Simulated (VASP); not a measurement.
# PbS (F-43m) in VASP: further runs

The runs below take PbS through single point, with PBE.

Everything below comes from runs of VASP 6.6.1. Logs are shortened: lines on timing, memory, paths and dates and some standing lists are left out, and cuts for length are marked.

### Step 1. The cell of the first run

Symmetry: F-43m, No. 216, cubic system. Conventional cell: a = 6.648 Å, b = 6.648 Å, c = 6.648 Å, α = 90.00°, β = 90.00°, γ = 90.00°. Pb (site symmetry -43m) has 4 S at 2.88 Å within 3.8 Å. Within 3.8 Å of S (site symmetry -43m) lie 4 Pb at 2.88 Å.

### Step 2. Single point, PBE (36.72 Å³/atom)

INCAR reads:

```
ALGO = Normal
EDIFF = 1E-6
ENCUT = 520
GGA = PE
ISIF = 2
ISMEAR = 0
LASPH = T
LCHARG = F
LREAL = F
LWAVE = F
NBANDS = 17
NELM = 80
PREC = Accurate
SIGMA = 0.05
```

KPOINTS reads:

```
k-points
0
Gamma
  10 10 10
```

POSCAR reads:

```
PbS
1.0
    0.0000000000      3.3238314131      3.3238314131
    3.3238314131      0.0000000000      3.3238314131
    3.3238314131      3.3238314131      0.0000000000
Pb S
1 1
Direct
    0.0000000000      0.0000000000      0.0000000000
    0.2500000000      0.2500000000      0.2500000000
```

Potentials or basis: VASP PAW PBE potentials, release 64 (Pb_d, S).

Launch:

```sh
> cat potpaw_PBE.64/Pb_d/POTCAR potpaw_PBE.64/S/POTCAR > POTCAR
> mpirun -np 1 vasp_std > vasp.out
```

OUTCAR:

```text
EDIFF = 1E-6
   ENCUT = 520
   GGA = PE
   ISIF = 2
   ISMEAR = 0
   LASPH = T
   LREAL = F
   NELM = 80
   PREC = Accurate

 ion  position               nearest neighbor table
   1  0.000  0.000  0.000-   2 2.88   2 2.88   2 2.88   2 2.88
   2  0.250  0.250  0.250-   1 2.88   1 2.88   1 2.88   1 2.88

  LATTYP: Found a face centered cubic cell.
 ALAT       =     6.6476628262

  Lattice vectors:

 A1 = (   0.0000000000,   3.3238314131,   3.3238314131)
 A2 = (   3.3238314131,   0.0000000000,   3.3238314131)
 A3 = (   3.3238314131,   3.3238314131,   0.0000000000)

Analysis of symmetry for initial positions (statically):
=====================================================================
 Subroutine PRICEL returns:
 Original cell was already a primitive cell.

 Routine SETGRP: Setting up the symmetry group for a
 face centered cubic supercell.

 Subroutine GETGRP returns: Found 24 space group operations
 (whereof 24 operations were pure point group operations)
 out of a pool of 48 trial point group operations.

The static configuration has the point symmetry T_d .

Analysis of symmetry for dynamics (positions and initial velocities):
=====================================================================
 Subroutine PRICEL returns:
 Original cell was already a primitive cell.

 Routine SETGRP: Setting up the symmetry group for a
 face centered cubic supercell.

 Subroutine GETGRP returns: Found 24 space group operations
 (whereof 24 operations were pure point group operations)
 out of a pool of 48 trial point group operations.

The dynamic configuration has the point symmetry T_d .

 Subroutine INISYM returns: Found 24 space group operations
 (whereof 24 operations are pure point group operations),
 and found     1 'primitive' translations

----------------------------------------------------------------------------------------

                                     Primitive cell

  volume of cell :      73.4424

  direct lattice vectors                    reciprocal lattice vectors
     0.000000000  3.323831413  3.323831413    -0.150428809  0.150428809  0.150428809
     3.323831413  0.000000000  3.323831413     0.150428809 -0.150428809  0.150428809
     3.323831413  3.323831413  0.000000000     0.150428809  0.150428809 -0.150428809

  length of vectors
     4.700607463  4.700607463  4.700607463     0.260550340  0.260550340  0.260550340

  position of ions in fractional coordinates (direct lattice)
     0.000000000  0.000000000  0.000000000
     0.250000000  0.250000000  0.250000000

  ion indices of the primitive-cell ions
   primitive index   ion index
                 1           1
                 2           2

----------------------------------------------------------------------------------------

 KPOINTS: k-points

Automatic generation of k-mesh.
 Grid dimensions read from file:
 generate k-points for:   10   10   10

 Generating k-lattice:

  Cartesian coordinates                     Fractional coordinates (reciprocal lattice)
    -0.015042881  0.015042881  0.015042881     0.100000000  0.000000000  0.000000000
     0.015042881 -0.015042881  0.015042881     0.000000000  0.100000000  0.000000000
     0.015042881  0.015042881 -0.015042881     0.000000000  0.000000000  0.100000000

  Length of vectors
     0.026055034  0.026055034  0.026055034

  Shift w.r.t. Gamma in fractional coordinates (k-lattice)
     0.000000000  0.000000000  0.000000000

 Subroutine IBZKPT returns following result:
 ===========================================

 Found     47 irreducible k-points:

 Following reciprocal coordinates:
            Coordinates               Weight
  0.000000  0.000000  0.000000      1.000000
  0.100000  0.000000  0.000000      8.000000
  0.200000  0.000000  0.000000      8.000000
  0.300000  0.000000  0.000000      8.000000
  0.400000  0.000000  0.000000      8.000000
  0.500000  0.000000  0.000000      4.000000
[... 16 lines left out ...]
  0.300000  0.300000  0.000000      6.000000
  0.400000  0.300000  0.000000     24.000000
 [... further k-points ...]
   k-points           NKPTS =     47   k-points in BZ     NKDIM =     47   number of bands    NBANDS=     17
   number of dos      NEDOS =    301   number of ions     NIONS =      2
   total plane-waves  NPLWV =  46656
   dimension x,y,z NGX =    36 NGY =   36 NGZ =   36
   dimension x,y,z NGXF=    72 NGYF=   72 NGZF=   72
   ions per type =               1   1
   NGX,Y,Z   is equivalent  to a cutoff of  12.73, 12.73, 12.73 a.u.
   NGXF,Y,Z  is equivalent  to a cutoff of  25.46, 25.46, 25.46 a.u.
 SYSTEM =  unknown system
   PREC   = accura    normal or accurate (medium, high low for compatibility)
   ISTART =      0    job   : 0-new  1-cont  2-samecut
   ICHARG =      2    charge: 1-file 2-atom 10-const
   ISPIN  =      1    spin polarized calculation?
   LNONCOLLINEAR =      F non collinear calculations
   LSORBIT =      F    spin-orbit coupling
   LASPH  =      T    aspherical Exc in radial PAW
   ENCUT  =  520.0 eV  38.22 Ry    6.18 a.u.   8.74  8.74  8.74*2*pi/ulx,y,z
   NELM   =     80;   NELMIN=  2; NELMDL= -5     # of ELM steps
   EDIFF  = 0.1E-05   stopping-criterion for ELM
   LREAL  =      F    real-space projection
   EDIFFG = 0.1E-04   stopping-criterion for IOM
   NSW    =      0    number of steps for IOM
   IBRION =     -1    ionic relax: 0-MD 1-quasi-New 2-CG
   NFREE  =      0    steps in history (QN), initial steepest desc. (CG)
   ISIF   =      2    stress and relaxation
   ISYM   =      2    0-nonsym 1-usesym 2-fastsym
   POTIM  = 0.5000    time-step for ionic-motion
   TEBEG  =    0.0;   TEEND  =   0.0 temperature during run
   PSTRESS=    0.0 pullay stress
   NELECT =      20.0000    total number of electrons
   NUPDOWN=      -1.0000    fix difference up-down
   EMIN   =  10.00;   EMAX   =-10.00  energy-range for DOS
   EFERMI =   0.00;   METHOD = LEGACY
   ISMEAR =     0;   SIGMA  =   0.05  broadening in eV -4-tet -1-fermi 0-gaus
   EFERMI_NEDOS =   21; number of points for ismear=-14 and -15
   IALGO  =     38    algorithm
   IMIX   =      4    mixing-type and parameters
     AMIX     =   0.40;   BMIX     =  1.00
     AMIX_MAG =   1.60;   BMIX_MAG =  1.00
  volume/ion in A,a.u.               =      36.72       247.81
  Fermi-wavevector in a.u.,A,eV,Ry     =   1.061131  2.005248 15.320159  1.126000
  Thomas-Fermi vector in A             =   2.196537
   LORBIT       =      0    0 simple, 1 ext, 2 COOP (PROOUT), +10 PAW based schemes
   GGA     = PE    functional components
   LHFCALC =     F    Hartree Fock is set to
   AEXX    =    0.0000 exact exchange contribution
   IVDW    =     0    specifies the selected vdW correction
   LEPSILON=     F    determine dielectric tensor
   LRPA    =     F    only Hartree local field effects (RPA)
 non-spin polarized calculation
 Gauss-broadening in eV      SIGMA  =   0.05
  energy-cutoff  :      520.00
  volume of cell :       73.44
 maximum number of plane-waves:      2006
   NGX = 17   NGY = 17   NGZ = 17

 number of electron      19.9999997 magnetization

 Free energy of the ion-electron system (eV)
  ---------------------------------------------------
  ext. energy  EPLUGINS =         0.00000000
  ---------------------------------------------------
  free energy    TOTEN  =        -8.40886242 eV

  energy without entropy =       -8.40886242  energy(sigma->0) =       -8.40886242

 E-fermi :   2.8544     XC(G=0):  -7.8352

 val. band max:        2.6394781056   @ k =  -0.3000   0.5000   0.2000
 cond. band min:       3.5286839830   @ k =   0.5000   0.5000   0.0000
 fundamental gap:      0.8892058774
 Fermi energy:         2.8544151242

 k-point     1 :       0.0000    0.0000    0.0000
  band No.  band energies     occupation
      1     -13.9549      2.00000
      2     -13.9549      2.00000
      3     -13.9549      2.00000
      4     -13.9228      2.00000
      5     -13.9228      2.00000
      6      -9.7992      2.00000
[... 9 lines left out ...]
     16      11.2966      0.00000
     17      12.3070      0.00000

 k-point     2 :       0.1000    0.0000    0.0000
  band No.  band energies     occupation
      1     -13.9575      2.00000
      2     -13.9537      2.00000
      3     -13.9537      2.00000
      4     -13.9227      2.00000
      5     -13.9227      2.00000
      6      -9.7450      2.00000
[... 9 lines left out ...]
     16      10.8936      0.00000
     17      11.9530      0.00000

 k-point     3 :       0.2000    0.0000    0.0000
  band No.  band energies     occupation
      1     -13.9643      2.00000
      2     -13.9510      2.00000
      3     -13.9510      2.00000
      4     -13.9222      2.00000
      5     -13.9222      2.00000
      6      -9.5939      2.00000
[... 9 lines left out ...]
     16      10.5402      0.00000
     17      11.6935      0.00000

 k-point     4 :       0.3000    0.0000    0.0000
  band No.  band energies     occupation
      1     -13.9726      2.00000
      2     -13.9482      2.00000
      3     -13.9482      2.00000
      4     -13.9210      2.00000
      5     -13.9210      2.00000
      6      -9.3841      2.00000
[... 9 lines left out ...]
     16      10.5900      0.00000
     17      12.1171      0.00000
[... 343 lines left out ...]
      1     -13.9756      2.00000
      2     -13.9461      2.00000
      3     -13.9458      2.00000
      4     -13.9232      2.00000
      5     -13.9199      2.00000
      6      -9.3093      2.00000
[... 9 lines left out ...]
     16      10.7744      0.00000
     17      12.8750      0.00000

 k-point    23 :       0.3000    0.3000    0.0000
  band No.  band energies     occupation
      1     -13.9873      2.00000
      2     -13.9387      2.00000
      3     -13.9387      2.00000
      4     -13.9282      2.00000
      5     -13.9172      2.00000
      6      -9.2338      2.00000
[... 9 lines left out ...]
     16      11.9835      0.00000
     17      14.4667      0.00000

 k-point    24 :       0.4000    0.3000    0.0000
  band No.  band energies     occupation
      1     -13.9927      2.00000
      2     -13.9366      2.00000
      3     -13.9358      2.00000
      4     -13.9285      2.00000
      5     -13.9162      2.00000
      6      -9.0715      2.00000
[... 9 lines left out ...]
     16      12.1635      0.00000
     17      13.6307      0.00000

 [... further k-points ...]

------------------------ aborting loop because EDIFF is reached ----------------------------------------

  FORCE on cell =-STRESS in cart. coord.  units (eV):
  Direction    XX          YY          ZZ          XY          YZ          ZX
  --------------------------------------------------------------------------------------
  -------------------------------------------------------------------------------------
  Total       -0.0236529     -0.0236529     -0.0236529      0.0000000      0.0000000      0.0000000
  in kB       -0.5159981     -0.5159981     -0.5159981      0.0000000      0.0000000      0.0000000
  external PRESSURE =      -0.5159981 kB  Pullay stress =       0.0000000 kB

 VOLUME and BASIS-vectors are now :
 -----------------------------------------------------------------------------
  energy-cutoff  :      520.00
  volume of cell :       73.44
      direct lattice vectors                 reciprocal lattice vectors
     0.000000000  3.323831413  3.323831413    -0.150428809  0.150428809  0.150428809
     3.323831413  0.000000000  3.323831413     0.150428809 -0.150428809  0.150428809
     3.323831413  3.323831413  0.000000000     0.150428809  0.150428809 -0.150428809

 POSITION                                       TOTAL-FORCE (eV/Angst)
 -----------------------------------------------------------------------------------
      0.00000      0.00000      0.00000         0.000000      0.000000      0.000000
      1.66192      1.66192      1.66192        -0.000000     -0.000000     -0.000000
 -----------------------------------------------------------------------------------
    total drift:                                0.000000      0.000000      0.000000

  FREE ENERGIE OF THE ION-ELECTRON SYSTEM (eV)
  ---------------------------------------------------
  free  energy   TOTEN  =        -8.4088624184 eV

  energy  without entropy=       -8.4088624184  energy(sigma->0) =       -8.40886242
```

Run time: 50 s. Hardware: 1 thread of Intel Xeon 8259CL, shared host; peak memory 0.23 GiB.

Results:

```
Free energy            : -8.4089 eV
Pressure               : -0.1 GPa
Band gap on the k mesh : 0.89 eV (least direct gap 1.30 eV)
```

Levels at points of the mesh, in eV from the valence-band top:
| k point | band 8 | band 9 | band 10 | band 11 | band 12 | band 13 |
| --- | --- | --- | --- | --- | --- | --- |
| (0.00, 0.00, 0.00) | -1.62 | -1.62 | -1.62 | 2.54 | 2.54 | 2.54 |
| (0.50, 0.00, 0.00) | -2.11 | -2.11 | -1.84 | 3.24 | 3.24 | 3.60 |
| (0.50, 0.50, 0.00) | -2.78 | -2.78 | -0.41 | 0.89 | 5.06 | 5.06 |

Caveat: spin-orbit coupling is left out, which moves the levels of the heavy elements. A k mesh can miss the band edges.

### Step 3. Single point, PBE, non-collinear spin, zero start, spin-orbit coupling (35.25 Å³/atom)

This run uses another cell than the first one, of 35.25 Å³/atom.

INCAR reads:

```
ALGO = Normal
EDIFF = 1E-7
ENCUT = 520
GGA = PE
GGA_COMPAT = False
ISIF = 2
ISMEAR = 0
LASPH = True
LCHARG = False
LORBIT = 11
LORBMOM = True
LREAL = False
LSORBIT = True
LWAVE = False
MAGMOM = 0 0 0 0 0 0
NBANDS = 32
NELM = 150
PREC = Accurate
SIGMA = 0.05
```

KPOINTS reads:

```
k-points
0
Gamma
  6 6 6
```

POSCAR reads:

```
PbS
1.0
    0.0000000000      3.2789092656      3.2789092656
    3.2789092656      0.0000000000      3.2789092656
    3.2789092656      3.2789092656      0.0000000000
Pb S
1 1
Direct
    0.0000000000      0.0000000000      0.0000000000
    0.2500000000      0.2500000000      0.2500000000
```

Potentials or basis: VASP PAW PBE potentials, release 64 (Pb_d, S).

Launch:

```sh
> cat potpaw_PBE.64/Pb_d/POTCAR potpaw_PBE.64/S/POTCAR > POTCAR
> mpirun -np 1 vasp_ncl > vasp.out
```

Run time: 4 min. Hardware: 1 thread of Intel Xeon 8259CL, shared host; peak memory 0.42 GiB.

It converged, with:

```
Free energy                                           : -8.7902 eV
Pressure                                              : 1.5 GPa
Net moment                                            : 0.00 μB per cell
Valence electrons inside the program's atomic spheres : Pb 11.87; S 3.69
```

Moments on the atoms (μB; x, y, z):
```
Pb  0.00 0.00 0.00
S   0.00 0.00 0.00
```

### Step 4. Single point, PBE, non-collinear spin, zero start, spin-orbit coupling

INCAR reads:

```
SYSTEM = PbS
  PREC = Accurate
  ENCUT = 520
  EDIFF = 1E-6
  ISMEAR = 0
  SIGMA = 0.05
  LREAL = .False.
  LASPH = .True.
  NELM = 150
  ALGO = Normal
  ISIF = 2
  LWAVE = .False.
  LCHARG = .False.
  MAGMOM = 0 0 0 0 0 0
  LORBIT = 11
  LSORBIT = .True.
  GGA_COMPAT = .False.
  LORBMOM = .True.
  GGA = PE
  NBANDS = 32
```

KPOINTS reads:

```
Automatic mesh
0
Gamma
  6 6 6
  0 0 0
```

POSCAR reads:

```
PbS
1.0
    0.0000000000      3.3238314131      3.3238314131
    3.3238314131      0.0000000000      3.3238314131
    3.3238314131      3.3238314131      0.0000000000
Pb S
1 1
Direct
    0.0000000000      0.0000000000      0.0000000000
    0.2500000000      0.2500000000      0.2500000000
```

Launch:

```sh
> cat potpaw_PBE.64/Pb_d/POTCAR potpaw_PBE.64/S/POTCAR > POTCAR
> mpirun -np 1 vasp_ncl > vasp.out
```

Run time: 4 min. Hardware: 1 thread of Intel Xeon 8259CL, shared host; peak memory 0.42 GiB.

It converged, with:

* Free energy: -8.8033 eV
* Pressure: -0.1 GPa
* Net moment: 0.00 μB per cell
* Valence electrons inside the program's atomic spheres: Pb 11.85; S 3.68

Moments on the atoms (μB; x, y, z):
```
Pb  0.00 0.00 0.00
S   0.00 0.00 0.00
```

### Step 5. Single point, PBE, non-collinear spin, zero start, spin-orbit coupling (38.56 Å³/atom)

This run uses another cell than the first one, of 38.56 Å³/atom.

INCAR reads:

```
SYSTEM = PbS
PREC     = Accurate       ! precision mode
ENCUT    = 520            ! plane-wave cutoff, eV
EDIFF    = 1E-6           ! SCF threshold, eV
ISMEAR   = 0              ! smearing method
SIGMA    = 0.05           ! smearing width, eV
LREAL    = .False.        ! projectors in reciprocal space
LASPH    = .True.         ! aspherical terms in the spheres
NELM     = 150            ! most SCF steps
ALGO     = Normal         ! electronic algorithm
ISIF     = 2              ! what is computed and relaxed
LWAVE    = .False.        ! write WAVECAR
LCHARG   = .False.        ! write CHGCAR
MAGMOM   = 0 0 0 0 0 0    ! initial moments
LORBIT   = 11             ! projections on sites
LSORBIT  = .True.         ! spin-orbit coupling
GGA_COMPAT= .False.      
LORBMOM  = .True.       
GGA      = PE             ! functional
NBANDS   = 32             ! bands
```

KPOINTS is that of step 4.

POSCAR reads:

```
PbS
1.0
    0.0000000000      3.3783301389      3.3783301389
    3.3783301389      0.0000000000      3.3783301389
    3.3783301389      3.3783301389      0.0000000000
Pb S
1 1
Direct
    0.0000000000      0.0000000000      0.0000000000
    0.2500000000      0.2500000000      0.2500000000
```

Launch:

```sh
> cat potpaw_PBE.64/Pb_d/POTCAR potpaw_PBE.64/S/POTCAR > POTCAR
> mpirun -np 1 vasp_ncl > vasp.out
```

Wall time 3.6 min (1 thread of Intel Xeon 8259CL, shared host); peak memory 0.42 GiB.

The run converged. Its results:

- Free energy: -8.7845 eV
- Pressure: -1.6 GPa
- Net moment: 0.00 μB per cell
- Valence electrons inside the program's atomic spheres: Pb 11.83; S 3.66

Moments on the atoms (μB; x, y, z):
```
Pb  0.00 0.00 0.00
S   0.00 0.00 0.00
```

### Step 6. Single point, PBE, non-collinear spin, zero start, spin-orbit coupling

INCAR reads:

```
SYSTEM = PbS
PREC = Accurate
ENCUT = 520
EDIFF = 1E-6
ISMEAR = 0
SIGMA = 0.05
LREAL = .FALSE.
LASPH = .TRUE.
NELM = 150
ALGO = Normal
ISIF = 2
LWAVE = .FALSE.
LCHARG = .TRUE.
MAGMOM = 0 0 0 0 0 0
LORBIT = 11
LSORBIT = .TRUE.
GGA_COMPAT = .FALSE.
LORBMOM = .TRUE.
GGA = PE
LVHAR = .TRUE.
NBANDS = 32
```

KPOINTS reads:

```
Automatic mesh
0
G
  8 8 8
  0 0 0
```

POSCAR reads:

```
PbS
1.0
    0.0000000000      3.3238314131      3.3238314131
    3.3238314131      0.0000000000      3.3238314131
    3.3238314131      3.3238314131      0.0000000000
Pb S
1 1
Direct
    0.0000000000      0.0000000000      0.0000000000
    0.2500000000      0.2500000000      0.2500000000
```

Potentials or basis: VASP PAW PBE potentials, release 64 (Pb_d, S).

Launch:

```sh
> cat potpaw_PBE.64/Pb_d/POTCAR potpaw_PBE.64/S/POTCAR > POTCAR
> mpirun -np 1 vasp_ncl > vasp.out
```

Run time: 8 min. Hardware: 1 thread of Intel Xeon 8259CL, shared host; peak memory 0.47 GiB.

The run converged. Its results:

```yaml
Free_energy: -8.8033 eV
Pressure: -0.1 GPa
Net_moment: 0.00 μB per cell
Valence_electrons_inside_the_program's_atomic_spheres: Pb 11.85; S 3.68
```

Moments on the atoms (μB; x, y, z):
```
Pb  0.00 0.00 0.00
S   0.00 0.00 0.00
```

### Step 7. Summary

| spin | cell | k mesh | pressure (GPa) | moment (μB) |
| --- | --- | --- | --- | --- |
| off | a = 4.701 Å, angles 60.0°, 2 atoms | 10 × 10 × 10 | -0.1 | - |
| non-collinear, zero start, SOC | a = 4.637 Å, angles 60.0°, 2 atoms | 6 × 6 × 6 | 1.5 | 0.00 |
| non-collinear, zero start, SOC | a = 4.701 Å, angles 60.0°, 2 atoms | 6 × 6 × 6 | -0.1 | 0.00 |
| non-collinear, zero start, SOC | a = 4.778 Å, angles 60.0°, 2 atoms | 6 × 6 × 6 | -1.6 | 0.00 |
| non-collinear, zero start, SOC | a = 4.701 Å, angles 60.0°, 2 atoms | 8 × 8 × 8 | -0.1 | 0.00 |

Alike in all rows: task single point; level PBE; potentials or basis VASP PAW PBE potentials, release 64 (Pb_d, S); cutoff (eV) 520; smearing gaussian 0.05 eV.

Caveats: spin-orbit coupling is left out, which moves the levels of the heavy elements (at least some runs).

Total energies depend on the potentials used, so only differences within one code and one set of settings carry meaning.
